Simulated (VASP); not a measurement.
A run of VASP 6.6.1:

INCAR

```
ALGO = Normal
EDIFF = 1E-8
ENCUT = 520
GGA = PE
ISIF = 2
ISMEAR = -1
LASPH = True
LCHARG = False
LEFG = True
LREAL = False
LWAVE = False
NBANDS = 13
NELM = 100
PREC = Accurate
SIGMA = 0.08
```

KPOINTS

```
k-points
0
Gamma
  15 15 8
```

POSCAR

```
O
1.0
    2.7111620160      0.0000000000      0.0000000000
   -1.3555810080      2.3479351796      0.0000000000
    0.0000000000      0.0000000000      2.6638174006
O
2
Direct
    0.3333333333      0.6666666667      0.2500000000
    0.6666666667      0.3333333333      0.7500000000
```

Potentials or basis: VASP PAW PBE potentials, release 64 (O).

Command:

```bash
$ cat potpaw_PBE.64/O/POTCAR > POTCAR
$ mpirun -np 1 vasp_std > vasp.out
```

Hardware: 1 thread of Intel(R) Xeon(R) Platinum 8259CL CPU @ 2.50GHz (Skylake/Cascade Lake), on a shared host.

Question: How long does it take, and how much memory?

Answer: Wall time 32 s on 1 thread of Intel(R) Xeon(R) Platinum 8259CL CPU @ 2.50GHz (Skylake/Cascade Lake), on a shared host, peak memory 0.13 GiB. Counts: scf iterations 14, k points 135.
